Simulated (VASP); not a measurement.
# Si8O15 (a cell with a defect) in VASP: single point with PBE

Aim: the single point of Si8O15 (a cell with a defect) with PBE.

All numbers are computed with VASP 6.6.1; they aren't measurements. Logs are shortened: lines on timing, memory, paths and dates and some standing lists are left out, and cuts for length are marked.

### 1 The cell of the first run

The cell holds a defect, 23 atoms: a = 5.908 Å, b = 5.908 Å, c = 5.330 Å, α = 90.00°, β = 90.00°, γ = 90.00°.

### 2 Single point, PBE

The input, INCAR:

```
SYSTEM = Si8O15
PREC = Accurate
ENCUT = 520
EDIFF = 1E-6
ISMEAR = 0
SIGMA = 0.02
LREAL = .False.
LASPH = .True.
NELM = 120
ALGO = Normal
ISIF = 2
LWAVE = .False.
LCHARG = .False.
GGA = PE
NELECT = 124.0
NBANDS = 78
GGA_COMPAT = .False.
```

The input, KPOINTS:

```
Automatic mesh
0
Gamma
  2 2 2
  0 0 0
```

The input, POSCAR:

```
Si8O15
1.0
   -4.1773000000     -4.1773000000      0.0000000000
    4.1773000000     -4.1773000000      0.0000000000
    0.0000000000      0.0000000000      5.3304000000
Si O
8 15
Direct
    0.4947134327      0.4983849519      0.0070272354
   -0.0064821009      0.4983842245      0.2415770649
    0.4990490597      0.4983954369      0.5056294706
    0.0037710162      0.4983866507      0.7444580300
   -0.0012186373     -0.0016010904     -0.0169237902
    0.3812672622     -0.0016616328      0.3370070531
    0.0142753725     -0.0016263169      0.4765402450
    0.5354020591     -0.0015750858      0.7365693619
    0.1949678768      0.4984092908     -0.0011679100
   -0.0153153366      0.2060906406      0.2258075155
    0.7999731003      0.4983520866     -0.0091668150
   -0.0154461785      0.7906846540      0.2258073054
    0.1915288406      0.4984184428      0.4923198595
    0.0280587699      0.1995675233      0.7409331139
    0.8043799687      0.4983730069      0.4992328876
    0.0280052421      0.7972225307      0.7409253124
    0.7134093561     -0.0015631070     -0.0246624125
    0.4908429918      0.6948472536      0.2630982723
    0.3032727190     -0.0016421414      0.0158386542
    0.4907657721      0.3019517679      0.2630935853
    0.7370417438     -0.0015325785      0.5066870540
    0.4985286639      0.6877450156      0.7545305894
    0.4984848059      0.3090325761      0.7545180176
```

Potentials or basis: VASP PAW PBE potentials, release 64 (Si, O).

Command:

```bash
$ cat potpaw_PBE.64/Si/POTCAR potpaw_PBE.64/O/POTCAR > POTCAR
$ mpirun -np 1 vasp_std > vasp.out
```

OUTCAR:

```text
SYSTEM = Si8O15
   PREC = Accurate
   ENCUT = 520
   EDIFF = 1E-6
   ISMEAR = 0
   LREAL = .False.
   LASPH = .True.
   NELM = 120
   ISIF = 2
   GGA = PE
   NELECT = 124.0

 ion  position               nearest neighbor table
   1  0.495  0.498  0.007-  22 1.75  23 1.75   9 1.77  20 1.79  18 1.79  11 1.81   3 2.66   3 2.67

   2  0.994  0.498  0.242-  10 1.73  12 1.73   9 1.76  11 1.76  15 1.77  13 1.78   4 2.65   4 2.68

   3  0.499  0.498  0.506-  23 1.74  22 1.74  20 1.74  18 1.74  15 1.80  13 1.82   1 2.66   1 2.67

   4  0.004  0.498  0.744-  13 1.74  15 1.76   9 1.76  14 1.77  16 1.77  11 1.78   2 2.65   2 2.68

   5  0.999  0.998  0.983-  17 1.69  14 1.76  16 1.76  10 1.79  12 1.79  19 1.81   7 2.63   7 2.70
                             6 2.94   8 3.04
   6  0.381  0.998  0.337-  19 1.77  18 1.95  20 1.95  21 2.29   7 2.29   8 2.32   5 2.94
   7  0.014  0.998  0.477-  21 1.65  12 1.82  10 1.82  16 1.85  14 1.85   6 2.29   5 2.63   5 2.70

   8  0.535  0.998  0.737-  17 1.65  21 1.71  23 1.85  22 1.85  19 2.02   6 2.32   5 3.04
   9  0.195  0.498  0.999-   2 1.76   4 1.76   1 1.77
  10  0.985  0.206  0.226-   2 1.73   5 1.79   7 1.82
  11  0.800  0.498  0.991-   2 1.76   4 1.78   1 1.81
  12  0.985  0.791  0.226-   2 1.73   5 1.79   7 1.82
  13  0.192  0.498  0.492-   4 1.74   2 1.78   3 1.82
  14  0.028  0.200  0.741-   5 1.76   4 1.77   7 1.85
  15  0.804  0.498  0.499-   4 1.76   2 1.77   3 1.80
  16  0.028  0.797  0.741-   5 1.76   4 1.77   7 1.85
  17  0.713  0.998  0.975-   8 1.65   5 1.69
  18  0.491  0.695  0.263-   3 1.74   1 1.79   6 1.95
  19  0.303  0.998  0.016-   6 1.77   5 1.81   8 2.02
  20  0.491  0.302  0.263-   3 1.74   1 1.79   6 1.95
  21  0.737  0.998  0.507-   7 1.65   8 1.71   6 2.29
  22  0.499  0.688  0.755-   3 1.74   1 1.75   8 1.85
  23  0.498  0.309  0.755-   3 1.74   1 1.75   8 1.85

  LATTYP: Found a simple tetragonal cell.
 ALAT       =     5.9075943141
 C/A-ratio  =     0.9022962168

  Lattice vectors:

 A1 = (  -4.1773000000,  -4.1773000000,   0.0000000000)
 A2 = (   4.1773000000,  -4.1773000000,   0.0000000000)
 A3 = (   0.0000000000,   0.0000000000,   5.3304000000)

Analysis of symmetry for initial positions (statically):
=====================================================================
 Subroutine PRICEL returns:
 Original cell was already a primitive cell.

 Routine SETGRP: Setting up the symmetry group for a
 simple tetragonal supercell.

 Subroutine GETGRP returns: Found  1 space group operations
 (whereof  1 operations were pure point group operations)
 out of a pool of 16 trial point group operations.

The static configuration has the point symmetry C_1 .

Analysis of symmetry for dynamics (positions and initial velocities):
[... 147 lines left out ...]
   NELECT =     124.0000    total number of electrons
   NUPDOWN=      -1.0000    fix difference up-down
   EMIN   =  10.00;   EMAX   =-10.00  energy-range for DOS
   EFERMI =   0.00;   METHOD = LEGACY
   ISMEAR =     0;   SIGMA  =   0.02  broadening in eV -4-tet -1-fermi 0-gaus
   EFERMI_NEDOS =   21; number of points for ismear=-14 and -15
   IALGO  =     38    algorithm
   IMIX   =      4    mixing-type and parameters
     AMIX     =   0.40;   BMIX     =  1.00
     AMIX_MAG =   1.60;   BMIX_MAG =  1.00
  volume/ion in A,a.u.               =       8.09        54.58
  Fermi-wavevector in a.u.,A,eV,Ry     =   1.430062  2.702426 27.824985  2.045079
  Thomas-Fermi vector in A             =   2.549948
   LORBIT       =      0    0 simple, 1 ext, 2 COOP (PROOUT), +10 PAW based schemes
   GGA     = PE    functional components
   LHFCALC =     F    Hartree Fock is set to
   AEXX    =    0.0000 exact exchange contribution
   IVDW    =     0    specifies the selected vdW correction
   LEPSILON=     F    determine dielectric tensor
   LRPA    =     F    only Hartree local field effects (RPA)
 non-spin polarized calculation
 Gauss-broadening in eV      SIGMA  =   0.02
  energy-cutoff  :      520.00
  volume of cell :      186.03
 maximum number of plane-waves:      5032
 NGX is ok and might be reduce to    48
   NGX = 21   NGY = 21   NGZ = 19

 number of electron     123.9999977 magnetization

 Free energy of the ion-electron system (eV)
  ---------------------------------------------------
  ext. energy  EPLUGINS =         0.00000000
  ---------------------------------------------------
  free energy    TOTEN  =      -149.57137831 eV

  energy without entropy =     -149.57137831  energy(sigma->0) =     -149.57137831

 E-fermi :  11.3718     XC(G=0): -12.2188

 val. band max:       11.2105633923   @ k =   0.0000   0.5000   0.0000
 cond. band min:      12.8252920868   @ k =   0.0000   0.5000   0.0000
 fundamental gap:      1.6147286945
 Fermi energy:        11.3718267200

 k-point     1 :       0.0000    0.0000    0.0000
  band No.  band energies     occupation
      1     -14.7784      2.00000
      2     -12.9540      2.00000
      3     -12.4479      2.00000
      4     -12.1876      2.00000
      5     -12.0395      2.00000
      6     -11.9026      2.00000
[... 605 lines left out ...]
     73      18.1072      0.00000
     74      18.1208      0.00000
 [bands above 74 left out]

------------------------ aborting loop because EDIFF is reached ----------------------------------------

  FORCE on cell =-STRESS in cart. coord.  units (eV):
  Direction    XX          YY          ZZ          XY          YZ          ZX
  --------------------------------------------------------------------------------------
  -------------------------------------------------------------------------------------
  Total       50.0666601     50.0526983     46.4698468      4.3057425     -5.7778006     -5.7802801
  in kB      431.1993280    431.0790818    400.2217578     37.0832264    -49.7613331    -49.7826877
  external PRESSURE =     420.8333892 kB  Pullay stress =       0.0000000 kB

 VOLUME and BASIS-vectors are now :
 -----------------------------------------------------------------------------
  energy-cutoff  :      520.00
  volume of cell :      186.03
      direct lattice vectors                 reciprocal lattice vectors
    -4.177300000 -4.177300000  0.000000000    -0.119694540 -0.119694540  0.000000000
     4.177300000 -4.177300000  0.000000000     0.119694540 -0.119694540  0.000000000
     0.000000000  0.000000000  5.330400000     0.000000000  0.000000000  0.187603182

 POSITION                                       TOTAL-FORCE (eV/Angst)
 -----------------------------------------------------------------------------------
      0.01534     -4.14847      0.03746        -0.005179     -0.005252      0.011313
     -2.06832     -6.23212      1.28770         0.003485      0.002228      0.008299
     -0.00273     -4.16662      2.69521        -0.004708     -0.003512      0.008613
      2.06616     -2.09766      3.96826         0.005735      0.005379      0.009904
     -0.00160     -8.34282      5.24019        -0.000263      0.000487      0.019952
      2.57769     -5.76303      1.79638        -0.027556     -0.029424      0.034594
[... 15 lines left out ...]
      0.79041     -4.95542      4.02195         0.020300     -0.025151     -0.005079
     -0.79140     -3.37324      4.02188        -0.023925      0.019749     -0.004141
 -----------------------------------------------------------------------------------
    total drift:                               -0.001108      0.001685      0.001348

  FREE ENERGIE OF THE ION-ELECTRON SYSTEM (eV)
  ---------------------------------------------------
  free  energy   TOTEN  =      -149.5713783050 eV

  energy  without entropy=     -149.5713783050  energy(sigma->0) =     -149.57137831
```

stdout:

```text
POSCAR found type information on POSCAR SiO
 POSCAR found :  2 types and      23 ions
 scaLAPACK will be used
 -----------------------------------------------------------------------------
|                                                                             |
|                                                                             |
|     You have a (more or less) 'large supercell' and for larger cells it     |
|     might be more efficient to use real-space projection operators.         |
|     Therefore, try LREAL= Auto in the INCAR file.                           |
|     Mind: For very accurate calculation, you might also keep the            |
|     reciprocal projection scheme (i.e. LREAL=.FALSE.).                      |
|                                                                             |
 -----------------------------------------------------------------------------

 LDA part: xc-table for (Slater+PW92), standard interpolation
 POSCAR, INCAR and KPOINTS ok, starting setup
 FFT: planning ... GRIDC
 FFT: planning ... GRID_SOFT
 FFT: planning ... GRID
 WAVECAR not read
 entering main loop
 the old and the new charge density differ
 old charge density:   122.00000 new  124.00000
    0.352E+01
```

Wall time 2.8 min (1 thread of Intel Xeon Platinum 8375C at 2.90GHz (Ice Lake), shared host); peak memory 0.31 GiB.

What came out:

```
Free energy   : -149.5714 eV
Largest force : 0.066 eV/Å
```

Forces on the atoms (eV/Å):
```
Si  -0.005 -0.005  0.011
Si   0.003  0.002  0.008
Si  -0.005 -0.004  0.009
Si   0.006  0.005  0.010
Si   0.000  0.000  0.020
Si  -0.028 -0.029  0.035
Si  -0.044 -0.044 -0.020
Si   0.044  0.047  0.000
O   -0.006 -0.008  0.003
O    0.000 -0.006  0.001
O    0.010  0.009 -0.002
O   -0.008 -0.003  0.000
O   -0.010 -0.010 -0.009
O    0.005 -0.006 -0.008
O    0.007  0.008 -0.003
O   -0.005  0.006 -0.007
O    0.008  0.009  0.006
O    0.023 -0.008 -0.010
O   -0.011 -0.011 -0.024
O   -0.010  0.020 -0.010
O    0.030  0.032 -0.003
O    0.020 -0.025 -0.005
O   -0.024  0.020 -0.004
```

Caveat: the k points lie up to 0.59 Å⁻¹ apart; the cell carries a net charge on a neutralising background, which shifts energy and pressure; the cell is charged against a uniform background, so pressure and absolute levels hang on convention.
